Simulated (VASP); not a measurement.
Input of a VASP 6.6.1 run:

Contents of INCAR:

```
SYSTEM = TaRu4
ALGO = Normal
EDIFF = 1E-7
ENCUT = 520
GGA = PE
ISIF = 2
ISMEAR = 0
ISPIN = 2
LASPH = .TRUE.
LCHARG = .FALSE.
LMAXMIX = 4
LORBIT = 11
LREAL = .FALSE.
LWAVE = .FALSE.
MAGMOM = 0 0 1 1 1 1 1 1 1 1
NBANDS = 82
NELM = 150
PREC = Accurate
SIGMA = 0.1
```

Contents of KPOINTS:

```
k-points
0
G
  6 6 1
  0 0 0
```

POSCAR

```
TaRu4
1.0
    2.7651084814      0.0000000000      0.0000000000
   -1.3825542407      2.3946541891      0.0000000000
    0.0000000000      0.0000000000     22.1965381402
Ta Ru
2 8
Direct
    0.3333333333      0.6666666667      0.7500000000
    0.6666666667      0.3333333333      0.2500000000
    0.3333333333      0.6666666667      0.9525637154
    0.3333333333      0.6666666667      0.1431765828
    0.3333333333      0.6666666667      0.3568234172
    0.3333333333      0.6666666667      0.5474362846
    0.6666666667      0.3333333333      0.8568234172
    0.6666666667      0.3333333333      0.0474362846
    0.6666666667      0.3333333333      0.4525637154
    0.6666666667      0.3333333333      0.6431765828
```

Potentials or basis: VASP PAW PBE potentials, release 64 (Ta_pv, Ru_pv).

Launch:

```console
$ cat potpaw_PBE.64/Ta_pv/POTCAR potpaw_PBE.64/Ru_pv/POTCAR > POTCAR
$ mpirun -np 1 vasp_std > vasp.out
```

Problem. Predict the largest force.

Solution. 0.010 eV/Å.

Problem. Predict the pressure.

Solution. 0.0 GPa.

Forces on the atoms (eV/Å):
```
Ta   0.000  0.000  0.000
Ta   0.000  0.000  0.000
Ru   0.000  0.000 -0.003
Ru   0.000  0.000 -0.010
Ru   0.000  0.000  0.010
Ru   0.000  0.000  0.003
Ru   0.000  0.000  0.010
Ru   0.000  0.000  0.003
Ru   0.000  0.000 -0.003
Ru   0.000  0.000 -0.010
```

Caveat: the k points lie up to 0.44 Å⁻¹ apart, too coarse for converged energies and pressures of a metal.
